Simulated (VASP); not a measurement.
A run of VASP 6.6.1:

INCAR

```
PREC = Accurate
ENCUT = 520
EDIFF = 1E-6
ISMEAR = 0
SIGMA = 0.1
LREAL = F
LASPH = T
NELM = 80
ALGO = Normal
ISIF = 2
LWAVE = F
LCHARG = F
GGA = PE
NBANDS = 13
```

The input KPOINTS:

```
regular mesh
0
Gamma
  18 18 18
```

File POSCAR:

```
C
1.0
    2.6198182141      0.0000000000      0.0000000000
    0.0000000000      2.6198182141      0.0000000000
    0.0000000000      0.0000000000      2.6198182141
C
3
Direct
    0.5000000000      0.0000000000      0.0000000000
    0.0000000000      0.5000000000      0.0000000000
    0.0000000000      0.0000000000      0.5000000000
```

Potentials or basis: VASP PAW PBE potentials, release 64 (C).

The run is started by

```bash
$ cat potpaw_PBE.64/C/POTCAR > POTCAR
$ mpirun -np 1 vasp_std > vasp.out
```

Hardware: 1 thread of Intel(R) Xeon(R) Platinum 8488C (Sapphire Rapids), on a shared host.

**Question.** How long does it take, and how much memory?

**Answer.** It took 18 s on 1 thread of Intel(R) Xeon(R) Platinum 8488C (Sapphire Rapids) (shared host), peak memory 0.15 GiB. Counts: scf iterations 11, k points 220.
